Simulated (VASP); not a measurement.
Runs of VASP 6.6.1 on Al. The structure is that of space group P6_3/mmc (No. 194), or close to it. The cells are those of the table. This isn't the form of Al at room conditions, which is fcc.

```tsv
task	cell	k mesh	cutoff (eV)	gap on the mesh (eV)	pressure (GPa)	relaxed volume (Å³/atom)
single point	a = 2.820, b = 2.820, c = 4.637 Å, angles 90.0, 90.0, 120.0°, 2 atoms	12 × 12 × 6	520	none	-0.3	-
single point	a = 2.835, b = 2.835, c = 4.600 Å, angles 90.0, 90.0, 120.0°, 2 atoms	18 × 18 × 10	520	none	-0.3	-
single point	a = 2.702, b = 2.702, c = 4.180 Å, angles 90.0, 90.0, 120.0°, 2 atoms	6 × 6 × 4	520	none	26.5	-
relaxation of cell and atoms	relaxed from a = 2.820, b = 2.820, c = 4.637 Å, angles 90.0, 90.0, 120.0°, 2 atoms	18 × 18 × 10	600	none	0.0	15.94
relaxation of cell and atoms	relaxed from a = 2.702, b = 2.702, c = 4.180 Å, angles 90.0, 90.0, 120.0°, 2 atoms	12 × 12 × 6	600	none	-0.2	(a)
```

Alike in all rows: level r2SCAN; potentials or basis VASP PAW PBE potentials, release 64 (Al); no spin polarisation; smearing gaussian 0.1 eV.

Task: Fill in the values left out.

Result: (a) 15.96.

Caveats: some runs use coarse meshes; the PAW data sets were made with another functional, which shifts forces and pressure a little; the volume moved by over 15 % at a fixed basis, so the end points are rough (at least some runs).

A gap of «none» marks levels without a gap at the run's occupations.
